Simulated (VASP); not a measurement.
**Ge: single point with PBEsol**

Crystal: Ge.

```
Ge
1.0
     0.00000   -5.71411    5.18703
     4.97134    2.85705    5.18703
    -4.97134    2.85705    5.18703
Ge
24
Direct
  0.16667 0.44326 0.89007
  0.50000 0.77659 0.22341
  0.83333 0.10993 0.55674
  0.00000 0.77659 0.22341
  0.33333 0.10993 0.55674
  0.66667 0.44326 0.89007
  0.16667 0.89007 0.44326
  0.50000 0.22341 0.77659
  0.83333 0.55674 0.10993
  0.33333 0.55674 0.10993
  0.66667 0.89007 0.44326
  0.00000 0.22341 0.77659
  0.48515 0.75741 0.75741
  0.81849 0.09075 0.09075
  0.15182 0.42408 0.42408
  0.84818 0.57592 0.57592
  0.18151 0.90925 0.90925
  0.51485 0.24259 0.24259
  0.34817 0.57591 0.57591
  0.68150 0.90924 0.90924
  0.01484 0.24257 0.24257
  0.98516 0.75743 0.75743
  0.31850 0.09076 0.09076
  0.65183 0.42409 0.42409
```

- Program: VASP 6.6.1
- Task: single point
- Functional: PBEsol
- Potentials or basis: VASP PAW PBE potentials, release 64 (Ge_d)
- Cutoff: 520 eV
- k mesh: 2 × 2 × 2, shifted
- Occupations: fermi-dirac, width 0.0517 eV
- Spin: no spin polarisation
- Dipole correction: no
- Further INCAR settings: LREAL = Auto; ALGO = Normal; EDIFF = 1e-06; NBANDS = 186

| Property | Result |
| --- | --- |
| Pressure | -1.1 GPa |
| Largest force | 0.213 eV/Å |
| Band gap on the k mesh | zero (bands 168 and 169 overlap by 0.03 eV) |

Forces in eV/Å, atoms in the order of the input:
```
Ge   0.213  0.000  0.000
Ge   0.213  0.000  0.000
Ge   0.213  0.000  0.000
Ge   0.213  0.000  0.000
Ge   0.213  0.000  0.000
Ge   0.213  0.000  0.000
Ge  -0.213  0.000  0.000
Ge  -0.213  0.000  0.000
Ge  -0.213  0.000  0.000
Ge  -0.213  0.000  0.000
Ge  -0.213  0.000  0.000
Ge  -0.213  0.000  0.000
Ge   0.000  0.014  0.095
Ge   0.000  0.014  0.095
Ge   0.000  0.014  0.095
Ge   0.000 -0.014 -0.095
Ge   0.000 -0.014 -0.095
Ge   0.000 -0.014 -0.095
Ge   0.000 -0.014 -0.095
Ge   0.000 -0.014 -0.095
Ge   0.000 -0.014 -0.095
Ge   0.000  0.014  0.095
Ge   0.000  0.014  0.095
Ge   0.000  0.014  0.095
```

Stress tensor (GPa, compression positive):
```
-0.94  0.00  0.00
 0.00 -2.86 -0.08
 0.00 -0.08  0.61
```

Levels at points of the mesh, in eV from the Fermi level:
```csv
k point,band 164,band 165,band 166,band 167,band 168,band 169,band 170,band 171,band 172,band 173
"(0.25, 0.25, 0.25)",-0.39,-0.34,-0.19,-0.15,0.05,0.05,0.17,0.22,0.32,0.49
```

It took 18 min on 1 thread of AMD EPYC 7R43 64-Core Processor (Zen 3), on a shared host, peak memory 0.53 GiB.

Caveat: the k points lie up to 0.42 Å⁻¹ apart; semilocal functionals underestimate gaps, so a narrow gap can read as zero; the PAW data sets were made with another functional, which shifts forces and pressure a little.
